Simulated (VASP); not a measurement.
# Sn3Te2O (P1) in VASP: single point with PBE

Aim: the single point of Sn3Te2O with PBE.

All numbers are computed with VASP 6.6.1; they aren't measurements. Logs are shortened: lines on timing, memory, paths and dates and some standing lists are left out, and cuts for length are marked.

### 1 The cell of the first run

The typed cell holds 12 atoms: a = 4.460 Å, b = 4.449 Å, c = 17.688 Å, α = 90.06°, β = 90.18°, γ = 89.48°.

### 2 Single point, PBE

The input, INCAR:

```
  PREC = Accurate
  ENCUT = 520
  EDIFF = 1E-6
  ISMEAR = 0
  SIGMA = 0.1
  LREAL = F
  LASPH = T
  NELM = 80
  ALGO = Normal
  ISIF = 2
  LWAVE = F
  LCHARG = T
  GGA = PE
  LELF = T
  LVHAR = T
  NBANDS = 72
```

The input, KPOINTS:

```
Automatic mesh
0
Gamma
  4 4 1
```

The input, POSCAR:

```
Sn3Te2O
1.0
    4.4595013640      0.0205149609     -0.0084300775
    0.0196791279      4.4488373956     -0.0007339117
   -0.0217629493     -0.0145453362     17.6876367250
Sn Te O
6 4 2
Direct
    0.6307271522      0.1351721798      0.3966416900
    1.1354496343      0.6375633080      0.6032314091
    1.1298506799      0.6347595280      0.2391229195
   -0.2477372150      0.2447949337      0.9478478077
    0.2541348250     -0.2543063657      0.0529034114
    0.6402234906      0.1385385608      0.7605018897
    1.1447404270      0.6500366066      0.4103985299
    0.6484803031      0.1524069267      0.5890738420
    0.6431086283      0.1497751889      0.2232243203
    1.1528889459      0.6542667378      0.7764682820
    0.1842796974      0.1783180154      1.0003732388
   -0.3161465686     -0.3213256199      1.0002126595
```

Potentials or basis: VASP PAW PBE potentials, release 64 (Sn_d, Te, O).

Run with:

```console
cat potpaw_PBE.64/Sn_d/POTCAR potpaw_PBE.64/Te/POTCAR potpaw_PBE.64/O/POTCAR > POTCAR
mpirun -np 1 vasp_std > vasp.out
```

OUTCAR:

```text
PREC = Accurate
   ENCUT = 520
   EDIFF = 1E-6
   ISMEAR = 0
   LREAL = F
   LASPH = T
   NELM = 80
   ISIF = 2
   GGA = PE

 ion  position               nearest neighbor table
   1  0.631  0.135  0.397-   9 3.07   7 3.08   7 3.14   7 3.15   7 3.26   8 3.41
   2  0.135  0.638  0.603-  10 3.07   8 3.09   8 3.14   8 3.15   8 3.26   7 3.41
   3  0.130  0.635  0.239-   7 3.03   9 3.09   9 3.14   9 3.15   9 3.27   5 3.38
   4  0.752  0.245  0.948-  11 2.15  12 2.16  12 2.70  11 2.72   6 3.38   5 3.64   5 3.64   5 3.67
                             5 3.67
   5  0.254  0.746  0.053-  12 2.15  11 2.16  11 2.71  12 2.72   3 3.38   4 3.64   4 3.64   4 3.67
                             4 3.67
   6  0.640  0.139  0.761-   8 3.03  10 3.09  10 3.14  10 3.16  10 3.27   4 3.38
   7  0.145  0.650  0.410-   3 3.03   1 3.08   1 3.14   1 3.15   1 3.26   2 3.41
   8  0.648  0.152  0.589-   6 3.03   2 3.09   2 3.14   2 3.15   2 3.26   1 3.41
   9  0.643  0.150  0.223-   1 3.07   3 3.09   3 3.14   3 3.15   3 3.27
  10  0.153  0.654  0.776-   2 3.07   6 3.09   6 3.14   6 3.16   6 3.27
  11  0.184  0.178  0.000-   4 2.15   5 2.16   5 2.71   4 2.72
  12  0.684  0.679  0.000-   5 2.15   4 2.16   4 2.70   5 2.72

  LATTYP: Found a triclinic cell.
 ALAT       =     4.4595565189
 B/A-ratio  =     1.4061342651
 C/A-ratio  =     4.8701786411
 COS(alpha) =     0.0001605482
 COS(beta)  =     0.4118148538
 COS(gamma) =     0.7047675329

  Lattice vectors:

 A1 = (  -4.4595013640,  -0.0205149609,   0.0084300775)
 A2 = (  -4.4398222361,   4.4283224347,   0.0076961658)
 A3 = (  -8.9365980345,  -8.9241593768, -17.6693087466)

Analysis of symmetry for initial positions (statically):
=====================================================================
 Subroutine PRICEL returns:
 Original cell was already a primitive cell.

 Routine SETGRP: Setting up the symmetry group for a
 triclinic supercell.

 Subroutine GETGRP returns: Found  1 space group operations
 (whereof  1 operations were pure point group operations)
 out of a pool of  2 trial point group operations.

The static configuration has the point symmetry C_1 .

Analysis of symmetry for dynamics (positions and initial velocities):
=====================================================================
 Subroutine PRICEL returns:
 Original cell was already a primitive cell.

 Routine SETGRP: Setting up the symmetry group for a
 triclinic supercell.

 Subroutine GETGRP returns: Found  1 space group operations
 (whereof  1 operations were pure point group operations)
 out of a pool of  2 trial point group operations.

The dynamic configuration has the point symmetry C_1 .

 Subroutine INISYM returns: Found  1 space group operations
 (whereof  1 operations are pure point group operations),
 and found     1 'primitive' translations

----------------------------------------------------------------------------------------

                                     Primitive cell

  volume of cell :     350.9076

  direct lattice vectors                    reciprocal lattice vectors
     4.459501364  0.020514961 -0.008430078     0.224245400 -0.000991889  0.000275097
     0.019679128  4.448837396 -0.000733912    -0.001033715  0.224782429  0.000183577
    -0.021762949 -0.014545336 17.687636725     0.000106834  0.000008854  0.056536804

  length of vectors
     4.459556519  4.448880981 17.687656094     0.224247763  0.224784881  0.056536906

  position of ions in fractional coordinates (direct lattice)
     0.630727152  0.135172180  0.396641690
     0.135449634  0.637563308  0.603231409
     0.129850680  0.634759528  0.239122919
     0.752262785  0.244794934  0.947847808
     0.254134825  0.745693634  0.052903411
     0.640223491  0.138538561  0.760501890
     0.144740427  0.650036607  0.410398530
     0.648480303  0.152406927  0.589073842
     0.643108628  0.149775189  0.223224320
     0.152888946  0.654266738  0.776468282
     0.184279697  0.178318015  0.000373239
     0.683853431  0.678674380  0.000212660

  ion indices of the primitive-cell ions
   primitive index   ion index
                 1           1
                 2           2
                 3           3
                 4           4
                 5           5
                 6           6
                 7           7
                 8           8
                 9           9
                10          10
                11          11
                12          12

----------------------------------------------------------------------------------------

 KPOINTS: Automatic mesh

Automatic generation of k-mesh.
 Grid dimensions read from file:
 generate k-points for:    4    4    1

 Generating k-lattice:

  Cartesian coordinates                     Fractional coordinates (reciprocal lattice)
     0.056061350 -0.000247972  0.000068774     0.250000000 -0.000000000  0.000000000
    -0.000258429  0.056195607  0.000045894     0.000000000  0.250000000 -0.000000000
     0.000106834  0.000008854  0.056536804     0.000000000 -0.000000000  1.000000000

  Length of vectors
     0.056061941  0.056196220  0.056536906

  Shift w.r.t. Gamma in fractional coordinates (k-lattice)
     0.000000000  0.000000000  0.000000000

 Subroutine IBZKPT returns following result:
 ===========================================

 Found     10 irreducible k-points:

 Following reciprocal coordinates:
            Coordinates               Weight
  0.000000  0.000000  0.000000      1.000000
  0.250000 -0.000000 -0.000000      2.000000
  0.500000 -0.000000 -0.000000      1.000000
 -0.000000  0.250000  0.000000      2.000000
  0.250000  0.250000  0.000000      2.000000
  0.500000  0.250000 -0.000000      2.000000
 -0.250000  0.250000  0.000000      2.000000
 -0.000000  0.500000  0.000000      1.000000
  0.250000  0.500000  0.000000      2.000000
  0.500000  0.500000  0.000000      1.000000
   k-points           NKPTS =     10   k-points in BZ     NKDIM =     10   number of bands    NBANDS=     72
   number of dos      NEDOS =    301   number of ions     NIONS =     12
   total plane-waves  NPLWV = 181440
   dimension x,y,z NGX =    36 NGY =   36 NGZ =  140
   dimension x,y,z NGXF=    72 NGYF=   72 NGZF=  280
   ions per type =               6   4   2
   NGX,Y,Z   is equivalent  to a cutoff of  13.42, 13.45, 13.16 a.u.
   NGXF,Y,Z  is equivalent  to a cutoff of  26.84, 26.90, 26.32 a.u.
 SYSTEM =  unknown system
   PREC   = accura    normal or accurate (medium, high low for compatibility)
   ISTART =      0    job   : 0-new  1-cont  2-samecut
   ICHARG =      2    charge: 1-file 2-atom 10-const
   ISPIN  =      1    spin polarized calculation?
   LNONCOLLINEAR =      F non collinear calculations
   LSORBIT =      F    spin-orbit coupling
   LASPH  =      T    aspherical Exc in radial PAW
   ENCUT  =  520.0 eV  38.22 Ry    6.18 a.u.   8.29  8.27 32.89*2*pi/ulx,y,z
   NELM   =     80;   NELMIN=  2; NELMDL= -5     # of ELM steps
   EDIFF  = 0.1E-05   stopping-criterion for ELM
   LREAL  =      F    real-space projection
[... 7 lines left out ...]
   TEBEG  =    0.0;   TEEND  =   0.0 temperature during run
   PSTRESS=    0.0 pullay stress
   NELECT =     120.0000    total number of electrons
   NUPDOWN=      -1.0000    fix difference up-down
   EMIN   =  10.00;   EMAX   =-10.00  energy-range for DOS
   EFERMI =   0.00;   METHOD = LEGACY
   ISMEAR =     0;   SIGMA  =   0.10  broadening in eV -4-tet -1-fermi 0-gaus
   EFERMI_NEDOS =   21; number of points for ismear=-14 and -15
   IALGO  =     38    algorithm
   IMIX   =      4    mixing-type and parameters
     AMIX     =   0.40;   BMIX     =  1.00
     AMIX_MAG =   1.60;   BMIX_MAG =  1.00
  volume/ion in A,a.u.               =      29.24       197.34
  Fermi-wavevector in a.u.,A,eV,Ry     =   1.144821  2.163398 17.832008  1.310616
  Thomas-Fermi vector in A             =   2.281512
   LORBIT       =      0    0 simple, 1 ext, 2 COOP (PROOUT), +10 PAW based schemes
   GGA     = PE    functional components
   LHFCALC =     F    Hartree Fock is set to
   AEXX    =    0.0000 exact exchange contribution
   IVDW    =     0    specifies the selected vdW correction
   LEPSILON=     F    determine dielectric tensor
   LRPA    =     F    only Hartree local field effects (RPA)
 non-spin polarized calculation
 Gauss-broadening in eV      SIGMA  =   0.10
  energy-cutoff  :      520.00
  volume of cell :      350.91
 maximum number of plane-waves:      9477
 NGX is ok and might be reduce to    36
   NGX = 17   NGY = 17   NGZ = 65

 number of electron     120.0000012 magnetization

 Free energy of the ion-electron system (eV)
  ---------------------------------------------------
  ext. energy  EPLUGINS =         0.00000000
  ---------------------------------------------------
  free energy    TOTEN  =       -51.90832734 eV

  energy without entropy =      -51.90832724  energy(sigma->0) =      -51.90832729

 E-fermi :   6.0242     XC(G=0):  -9.1925

 val. band max:        5.6780478970   @ k =   0.5000  -0.0000  -0.0000
 cond. band min:       6.3779503205   @ k =   0.2500  -0.0000  -0.0000
 fundamental gap:      0.6999024236
 Fermi energy:         6.0241654557

 k-point     1 :       0.0000    0.0000    0.0000
  band No.  band energies     occupation
      1     -16.0244      2.00000
      2     -15.9095      2.00000
      3     -15.8757      2.00000
      4     -15.8727      2.00000
      5     -15.8574      2.00000
      6     -15.8497      2.00000
[... 64 lines left out ...]
     71       9.6788      0.00000
     72       9.7873      0.00000

 k-point     2 :       0.2500   -0.0000   -0.0000
  band No.  band energies     occupation
      1     -16.0041      2.00000
      2     -15.9262      2.00000
      3     -15.8727      2.00000
      4     -15.8697      2.00000
      5     -15.8507      2.00000
      6     -15.8482      2.00000
[... 64 lines left out ...]
     71       8.8060      0.00000
     72       8.8168      0.00000

 k-point     3 :       0.5000   -0.0000   -0.0000
  band No.  band energies     occupation
      1     -15.9649      2.00000
      2     -15.9630      2.00000
      3     -15.8698      2.00000
      4     -15.8668      2.00000
      5     -15.8481      2.00000
      6     -15.8475      2.00000
[... 514 lines left out ...]
     71       9.3304      0.00000
     72       9.5486      0.00000

 k-point    10 :       0.5000    0.5000    0.0000
  band No.  band energies     occupation
      1     -15.9745      2.00000
      2     -15.9549      2.00000
      3     -15.8686      2.00000
      4     -15.8659      2.00000
      5     -15.8572      2.00000
      6     -15.8557      2.00000
[... 64 lines left out ...]
     71      10.4050      0.00000
     72      10.7651      0.00000

------------------------ aborting loop because EDIFF is reached ----------------------------------------

  FORCE on cell =-STRESS in cart. coord.  units (eV):
  Direction    XX          YY          ZZ          XY          YZ          ZX
  --------------------------------------------------------------------------------------
  -------------------------------------------------------------------------------------
  Total       -0.0891161     -0.0344492     -0.1049764     -0.0451231     -0.0145799     -0.0082000
  in kB       -0.4068871     -0.1572884     -0.4793023     -0.2060233     -0.0665691     -0.0374395
  external PRESSURE =      -0.3478260 kB  Pullay stress =       0.0000000 kB

 VOLUME and BASIS-vectors are now :
 -----------------------------------------------------------------------------
  energy-cutoff  :      520.00
  volume of cell :      350.91
      direct lattice vectors                 reciprocal lattice vectors
     4.459501364  0.020514961 -0.008430078     0.224245400 -0.000991889  0.000275097
     0.019679128  4.448837396 -0.000733912    -0.001033715  0.224782429  0.000183577
    -0.021762949 -0.014545336 17.687636725     0.000106834  0.000008854  0.056536804

 POSITION                                       TOTAL-FORCE (eV/Angst)
 -----------------------------------------------------------------------------------
      2.80676      0.60853      7.01024        -0.000147      0.000886      0.004209
      0.60346      2.83042     10.66813        -0.000754      0.001704     -0.009037
      0.58636      2.82313      4.22796         0.001127     -0.000808     -0.010978
      3.33891      1.09070     16.75867        -0.025610     -0.023080     -0.038437
      1.14684      3.32191      0.93305        -0.031610     -0.026906      0.044857
      2.84125      0.61841     13.44598        -0.005136      0.000064      0.010008
      0.64933      2.88891      7.25728         0.000719     -0.000871      0.013249
      2.88208      0.68277     10.41375         0.002003     -0.002791     -0.003308
      2.86603      0.67627      3.94278         0.002228      0.000083      0.000474
      0.67779      2.90257     13.73212         0.001408     -0.002281      0.002244
      0.82530      0.79708      0.00492         0.024177      0.030303     -0.005170
      3.06300      3.03334     -0.00250         0.031595      0.023697     -0.008109
 -----------------------------------------------------------------------------------
    total drift:                               -0.000226     -0.002238      0.000095

  FREE ENERGIE OF THE ION-ELECTRON SYSTEM (eV)
  ---------------------------------------------------
  free  energy   TOTEN  =       -51.9083273350 eV

  energy  without entropy=      -51.9083272352  energy(sigma->0) =      -51.90832729
```

It took 6.2 min on 1 thread of Intel Xeon Platinum 8259CL at 2.50GHz (Skylake/Cascade Lake), shared host; peak memory 0.55 GiB.

Results:

```yaml
Free_energy: -51.9083 eV
Pressure: 0.0 GPa
Largest_force: 0.061 eV/Å
Band_gap_on_the_k_mesh: 0.70 eV (least direct gap 0.75 eV)
```

Forces on the atoms (eV/Å):
```
Sn   0.000  0.001  0.004
Sn  -0.001  0.002 -0.009
Sn   0.001 -0.001 -0.011
Sn  -0.026 -0.023 -0.038
Sn  -0.032 -0.027  0.045
Sn  -0.005  0.000  0.010
Te   0.001 -0.001  0.013
Te   0.002 -0.003 -0.003
Te   0.002  0.000  0.000
Te   0.001 -0.002  0.002
O    0.024  0.030 -0.005
O    0.032  0.024 -0.008
```

Levels at points of the mesh, in eV from the valence-band top:
```csv
k point,band 58,band 59,band 60,band 61,band 62,band 63
"(0.00, 0.00, 0.00)",-1.50,-1.19,-0.97,0.83,1.11,2.69
"(0.50, 0.00, 0.00)",-0.36,0.00,0.00,0.75,0.75,0.95
"(0.00, 0.50, 0.00)",-0.39,-0.02,-0.02,0.73,0.74,0.93
"(0.50, 0.50, 0.00)",-2.00,-0.89,-0.86,1.24,1.81,2.00
```

Caveat: semilocal functionals underestimate gaps, and a narrow one can read as zero; spin-orbit coupling is left out, which moves the levels of the heavy elements.
